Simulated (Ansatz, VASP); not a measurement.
# CdInS2 in VASP and in Ansatz

INCAR

```
SYSTEM = CdInS2
  PREC = Accurate
  ENCUT = 520
  EDIFF = 1E-6
  ISMEAR = 0
  SIGMA = 0.15
  LREAL = .FALSE.
  LASPH = .TRUE.
  NELM = 80
  ALGO = Normal
  ISIF = 2
  LWAVE = .FALSE.
  LCHARG = .FALSE.
  GGA = PE
  NBANDS = 26
```

The input KPOINTS:

```
Automatic mesh
0
G
  15 15 8
  0 0 0
```

File POSCAR:

```
CdInS2
1.0
    4.2350905583      0.0000000000      0.0000000000
   -2.1175452791      3.6676960108      0.0000000000
    0.0000000000      0.0000000000      6.6003886350
Cd In S
1 1 2
Direct
    0.0000000000      0.0000000000      0.0000000000
    0.0000000000      0.0000000000      0.5000000000
    0.6666666667      0.3333333333      0.7578554487
    0.3333333333      0.6666666667      0.2421445513
```

Input for Ansatz:

```yaml
crystal:
  lattice:
    - [4.2350905583, 0.0, 0.0]
    - [-2.1175452791, 3.6676960108, 0.0]
    - [0.0, 0.0, 6.600388635]
  atoms:
    - { symbol: Cd, position: [0.0, 0.0, 0.0] }
    - { symbol: In, position: [0.0, 0.0, 0.5] }
    - { symbol: S, position: [0.6666666667, 0.3333333333, 0.7578554487] }
    - { symbol: S, position: [0.3333333333, 0.6666666667, 0.2421445513] }
basis:
  ecutwfc: 420
kpoints:
  mp_grid: { grid: [15, 15, 8] }
hamiltonian:
  xc: pbe
scf:
  occupations: { method: gaussian, width: 0.15 }
output:
  forces: true
  stress: true
  eigenvalues: true
```

Alike in both runs: task single point; functional PBE; k mesh 15 × 15 × 8; occupations gaussian, width 0.15 eV; no spin polarisation.

```csv
,VASP,Ansatz
version,VASP 6.6.1,Ansatz 0.2.0
potentials or method,"VASP PAW PBE potentials, release 64 (Cd, In_d, S), cutoff 520 eV","scalar-relativistic, plane waves, PAW"
valence electrons in the cell,37,45
```

```tsv
	VASP	Ansatz	Ansatz less VASP
gap on the k mesh at the Fermi level (eV)	none	none	-
pressure (GPa)	-5.6	-5.7	-0.07
traceless stress, the component that is largest in VASP (GPa)	3.93	3.92	-0.004
rms of the force components (eV/Å)	0.064	0.070	+0.0059
```

Atom by atom the forces differ by 0.006 eV/Å (rms over components). A gap of «none» marks a metal or a gap that the smearing closes. VASP's potentials hold 37 valence electrons a cell and Ansatz's 45, so a difference there can come from the potentials and not from the codes.
